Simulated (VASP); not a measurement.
# LiF (Fm-3m) in VASP: single point with PBE

Aim: the single point of LiF with PBE.

All numbers are computed with VASP 6.6.1; they aren't measurements. Logs are shortened: lines on timing, memory, paths and dates and some standing lists are left out, and cuts for length are marked.

**1. The cell of the first run**

Symmetry: Fm-3m, No. 225, cubic system. The conventional cell has a = 4.083 Å, b = 4.083 Å, c = 4.083 Å, α = 90.00°, β = 90.00°, γ = 90.00°. Within 2.7 Å of Li (site symmetry m-3m) lie 6 F at 2.04 Å. F (site symmetry m-3m) has 6 Li at 2.04 Å within 2.7 Å.

**2. Single point, PBE**

Contents of INCAR:

```
PREC = Accurate ; ENCUT = 750
EDIFF = 1E-6 ; ISMEAR = 0
SIGMA = 0.1 ; LREAL = False
LASPH = True ; NELM = 120
ALGO = Normal ; ISIF = 2
LWAVE = False ; LCHARG = True
GGA = PE ; LELF = True
LVHAR = True ; NBANDS = 12
GGA_COMPAT = False
```

Contents of KPOINTS:

```
regular mesh
0
Gamma
  8 8 8
```

Contents of POSCAR:

```
LiF
1.0
    0.0000000000      2.0417130000      2.0417130000
    2.0417130000      0.0000000000      2.0417130000
    2.0417130000      2.0417130000      0.0000000000
Li F
1 1
Direct
    0.0000000000      0.0000000000      0.0000000000
    0.5000000000      0.5000000000      0.5000000000
```

Potentials or basis: VASP PAW PBE potentials, release 64 (Li_sv, F).

Command:

```
$ cat potpaw_PBE.64/Li_sv/POTCAR potpaw_PBE.64/F/POTCAR > POTCAR
$ mpirun -np 1 vasp_std > vasp.out
```

OUTCAR:

```text
PREC = Accurate
   ENCUT = 750
   EDIFF = 1E-6
   ISMEAR = 0
   LREAL = False
   LASPH = True
   NELM = 120
   ISIF = 2
   GGA = PE

 ion  position               nearest neighbor table
   1  0.000  0.000  0.000-   2 2.04   2 2.04   2 2.04   2 2.04   2 2.04   2 2.04
   2  0.500  0.500  0.500-   1 2.04   1 2.04   1 2.04   1 2.04   1 2.04   1 2.04

  LATTYP: Found a face centered cubic cell.
 ALAT       =     4.0834260000

  Lattice vectors:

 A1 = (   0.0000000000,   2.0417130000,   2.0417130000)
 A2 = (   2.0417130000,   0.0000000000,   2.0417130000)
 A3 = (   2.0417130000,   2.0417130000,   0.0000000000)

Analysis of symmetry for initial positions (statically):
=====================================================================
 Subroutine PRICEL returns:
 Original cell was already a primitive cell.

 Routine SETGRP: Setting up the symmetry group for a
 face centered cubic supercell.

 Subroutine GETGRP returns: Found 48 space group operations
 (whereof 48 operations were pure point group operations)
 out of a pool of 48 trial point group operations.

The static configuration has the point symmetry O_h .

Analysis of symmetry for dynamics (positions and initial velocities):
=====================================================================
 Subroutine PRICEL returns:
 Original cell was already a primitive cell.

 Routine SETGRP: Setting up the symmetry group for a
 face centered cubic supercell.

 Subroutine GETGRP returns: Found 48 space group operations
 (whereof 48 operations were pure point group operations)
 out of a pool of 48 trial point group operations.

The dynamic configuration has the point symmetry O_h .

 Subroutine INISYM returns: Found 48 space group operations
 (whereof 48 operations are pure point group operations),
 and found     1 'primitive' translations

----------------------------------------------------------------------------------------

                                     Primitive cell

  volume of cell :      17.0221

  direct lattice vectors                    reciprocal lattice vectors
     0.000000000  2.041713000  2.041713000    -0.244892402  0.244892402  0.244892402
     2.041713000  0.000000000  2.041713000     0.244892402 -0.244892402  0.244892402
     2.041713000  2.041713000  0.000000000     0.244892402  0.244892402 -0.244892402

  length of vectors
     2.887418215  2.887418215  2.887418215     0.424166082  0.424166082  0.424166082

  position of ions in fractional coordinates (direct lattice)
     0.000000000  0.000000000  0.000000000
     0.500000000  0.500000000  0.500000000

  ion indices of the primitive-cell ions
   primitive index   ion index
                 1           1
                 2           2

----------------------------------------------------------------------------------------

 KPOINTS: regular mesh

Automatic generation of k-mesh.
 Grid dimensions read from file:
 generate k-points for:    8    8    8

 Generating k-lattice:

  Cartesian coordinates                     Fractional coordinates (reciprocal lattice)
    -0.030611550  0.030611550  0.030611550     0.125000000  0.000000000  0.000000000
     0.030611550 -0.030611550  0.030611550     0.000000000  0.125000000  0.000000000
     0.030611550  0.030611550 -0.030611550     0.000000000  0.000000000  0.125000000

  Length of vectors
     0.053020760  0.053020760  0.053020760

  Shift w.r.t. Gamma in fractional coordinates (k-lattice)
     0.000000000  0.000000000  0.000000000

 Subroutine IBZKPT returns following result:
 ===========================================

 Found     29 irreducible k-points:

 Following reciprocal coordinates:
            Coordinates               Weight
  0.000000  0.000000  0.000000      1.000000
  0.125000  0.000000  0.000000      8.000000
  0.250000  0.000000  0.000000      8.000000
  0.375000  0.000000  0.000000      8.000000
  0.500000  0.000000  0.000000      4.000000
  0.125000  0.125000  0.000000      6.000000
[... 16 lines left out ...]
  0.500000  0.250000  0.125000     48.000000
 -0.375000  0.250000  0.125000     24.000000
 [... further k-points ...]
   k-points           NKPTS =     29   k-points in BZ     NKDIM =     29   number of bands    NBANDS=     12
   number of dos      NEDOS =    301   number of ions     NIONS =      2
   total plane-waves  NPLWV =  21952
   dimension x,y,z NGX =    28 NGY =   28 NGZ =   28
   dimension x,y,z NGXF=    56 NGYF=   56 NGZF=   56
   ions per type =               1   1
   NGX,Y,Z   is equivalent  to a cutoff of  16.12, 16.12, 16.12 a.u.
   NGXF,Y,Z  is equivalent  to a cutoff of  32.24, 32.24, 32.24 a.u.
 SYSTEM =  unknown system
   PREC   = accura    normal or accurate (medium, high low for compatibility)
   ISTART =      0    job   : 0-new  1-cont  2-samecut
   ICHARG =      2    charge: 1-file 2-atom 10-const
   ISPIN  =      1    spin polarized calculation?
   LNONCOLLINEAR =      F non collinear calculations
   LSORBIT =      F    spin-orbit coupling
   LASPH  =      T    aspherical Exc in radial PAW
   ENCUT  =  750.0 eV  55.12 Ry    7.42 a.u.   6.45  6.45  6.45*2*pi/ulx,y,z
   NELM   =    120;   NELMIN=  2; NELMDL= -5     # of ELM steps
   EDIFF  = 0.1E-05   stopping-criterion for ELM
   LREAL  =      F    real-space projection
   EDIFFG = 0.1E-04   stopping-criterion for IOM
   NSW    =      0    number of steps for IOM
   IBRION =     -1    ionic relax: 0-MD 1-quasi-New 2-CG
   NFREE  =      0    steps in history (QN), initial steepest desc. (CG)
   ISIF   =      2    stress and relaxation
   ISYM   =      2    0-nonsym 1-usesym 2-fastsym
   POTIM  = 0.5000    time-step for ionic-motion
   TEBEG  =    0.0;   TEEND  =   0.0 temperature during run
   PSTRESS=    0.0 pullay stress
   NELECT =      10.0000    total number of electrons
   NUPDOWN=      -1.0000    fix difference up-down
   EMIN   =  10.00;   EMAX   =-10.00  energy-range for DOS
   EFERMI =   0.00;   METHOD = LEGACY
   ISMEAR =     0;   SIGMA  =   0.10  broadening in eV -4-tet -1-fermi 0-gaus
   EFERMI_NEDOS =   21; number of points for ismear=-14 and -15
   IALGO  =     38    algorithm
   IMIX   =      4    mixing-type and parameters
     AMIX     =   0.40;   BMIX     =  1.00
     AMIX_MAG =   1.60;   BMIX_MAG =  1.00
  volume/ion in A,a.u.               =       8.51        57.44
  Fermi-wavevector in a.u.,A,eV,Ry     =   1.371103  2.591009 25.577918  1.879924
  Thomas-Fermi vector in A             =   2.496830
   LORBIT       =      0    0 simple, 1 ext, 2 COOP (PROOUT), +10 PAW based schemes
   GGA     = PE    functional components
   LHFCALC =     F    Hartree Fock is set to
   AEXX    =    0.0000 exact exchange contribution
   IVDW    =     0    specifies the selected vdW correction
   LEPSILON=     F    determine dielectric tensor
   LRPA    =     F    only Hartree local field effects (RPA)
 non-spin polarized calculation
 Gauss-broadening in eV      SIGMA  =   0.10
  energy-cutoff  :      750.00
  volume of cell :       17.02
 maximum number of plane-waves:       821
 NGX is ok and might be reduce to    28
   NGX = 13   NGY = 13   NGZ = 13

 number of electron      10.0000000 magnetization

 number of electron       9.9999998 magnetization

 Free energy of the ion-electron system (eV)
  ---------------------------------------------------
  ext. energy  EPLUGINS =         0.00000000
  ---------------------------------------------------
  free energy    TOTEN  =        -9.64443758 eV

  energy without entropy =       -9.64443758  energy(sigma->0) =       -9.64443758

 E-fermi :  -0.7055     XC(G=0):  -9.7862

 val. band max:       -1.2700472112   @ k =   0.0000   0.0000   0.0000
 cond. band min:       7.4519851502   @ k =   0.0000   0.0000   0.0000
 fundamental gap:      8.7220323614
 Fermi energy:        -0.7054796980

 k-point     1 :       0.0000    0.0000    0.0000
  band No.  band energies     occupation
      1     -42.2722      2.00000
      2     -21.1323      2.00000
      3      -1.2700      2.00000
      4      -1.2700      2.00000
      5      -1.2700      2.00000
      6       7.4520      0.00000
      7      22.1640      0.00000
      8      22.1640      0.00000
      9      22.1640      0.00000
     10      22.6565      0.00000
     11      22.6565      0.00000
     12      22.6565      0.00000

 k-point     2 :       0.1250    0.0000    0.0000
  band No.  band energies     occupation
      1     -42.2650      2.00000
      2     -21.0759      2.00000
      3      -1.6870      2.00000
      4      -1.3029      2.00000
      5      -1.3029      2.00000
      6       7.8932      0.00000
      7      18.9415      0.00000
      8      20.6215      0.00000
      9      20.6215      0.00000
     10      23.8310      0.00000
     11      23.9497      0.00000
     12      23.9497      0.00000

 k-point     3 :       0.2500    0.0000    0.0000
  band No.  band energies     occupation
      1     -42.2477      2.00000
      2     -20.9363      2.00000
      3      -2.5783      2.00000
      4      -1.3802      2.00000
      5      -1.3802      2.00000
      6       8.7439      0.00000
      7      16.3064      0.00000
      8      18.9015      0.00000
      9      18.9015      0.00000
     10      25.1597      0.00000
     11      25.7456      0.00000
     12      25.7456      0.00000
[... 286 lines left out ...]
 k-point    23 :       0.5000    0.2500    0.1250
  band No.  band energies     occupation
      1     -42.2221      2.00000
      2     -20.6785      2.00000
      3      -3.2831      2.00000
      4      -2.3139      2.00000
      5      -1.6582      2.00000
      6      10.7157      0.00000
      7      14.3678      0.00000
      8      17.4042      0.00000
      9      17.7712      0.00000
     10      23.9412      0.00000
     11      28.3522      0.00000
     12      31.0662      0.00000

 k-point    24 :      -0.3750    0.2500    0.1250
  band No.  band energies     occupation
      1     -42.2165      2.00000
      2     -20.6218      2.00000
      3      -3.4776      2.00000
      4      -2.4224      2.00000
      5      -1.7230      2.00000
      6      10.9784      0.00000
      7      14.1018      0.00000
      8      17.3171      0.00000
      9      17.4072      0.00000
     10      25.7537      0.00000
     11      26.8339      0.00000
     12      32.1905      0.00000

 [... further k-points ...]

------------------------ aborting loop because EDIFF is reached ----------------------------------------

  FORCE on cell =-STRESS in cart. coord.  units (eV):
  Direction    XX          YY          ZZ          XY          YZ          ZX
  --------------------------------------------------------------------------------------
  -------------------------------------------------------------------------------------
  Total       -0.1542712     -0.1542712     -0.1542712     -0.0000000      0.0000000      0.0000000
  in kB      -14.5204888    -14.5204888    -14.5204888     -0.0000000      0.0000000      0.0000000
  external PRESSURE =     -14.5204888 kB  Pullay stress =       0.0000000 kB

 VOLUME and BASIS-vectors are now :
 -----------------------------------------------------------------------------
  energy-cutoff  :      750.00
  volume of cell :       17.02
      direct lattice vectors                 reciprocal lattice vectors
     0.000000000  2.041713000  2.041713000    -0.244892402  0.244892402  0.244892402
     2.041713000  0.000000000  2.041713000     0.244892402 -0.244892402  0.244892402
     2.041713000  2.041713000  0.000000000     0.244892402  0.244892402 -0.244892402

 POSITION                                       TOTAL-FORCE (eV/Angst)
 -----------------------------------------------------------------------------------
      0.00000      0.00000      0.00000        -0.000000      0.000000      0.000000
      2.04171      2.04171      2.04171         0.000000     -0.000000     -0.000000
 -----------------------------------------------------------------------------------
    total drift:                                0.000000      0.000000      0.000000

  FREE ENERGIE OF THE ION-ELECTRON SYSTEM (eV)
  ---------------------------------------------------
  free  energy   TOTEN  =        -9.6444375818 eV

  energy  without entropy=       -9.6444375818  energy(sigma->0) =       -9.64443758
```

Run time: 6.6 s. Hardware: 1 thread of Intel Xeon 6975P-C (Granite Rapids), shared host; peak memory 0.14 GiB.

What came out:

```
Free energy            : -9.6444 eV
Pressure               : -1.5 GPa
Band gap on the k mesh : 8.72 eV, direct
```

Levels at points of the mesh, in eV from the valence-band top:
```tsv
k point	band 1	band 2	band 3	band 4	band 5	band 6	band 7	band 8	band 9	band 10
(0.00, 0.00, 0.00)	-41.00	-19.86	0.00	0.00	0.00	8.72	23.43	23.43	23.43	23.93
(0.50, 0.00, 0.00)	-40.95	-19.46	-2.40	-0.21	-0.21	10.56	16.25	18.57	18.57	29.62
(0.50, 0.50, 0.00)	-40.94	-19.22	-2.83	-0.94	-0.94	14.43	16.28	16.94	19.76	19.76
```

A k mesh can miss the band edges.
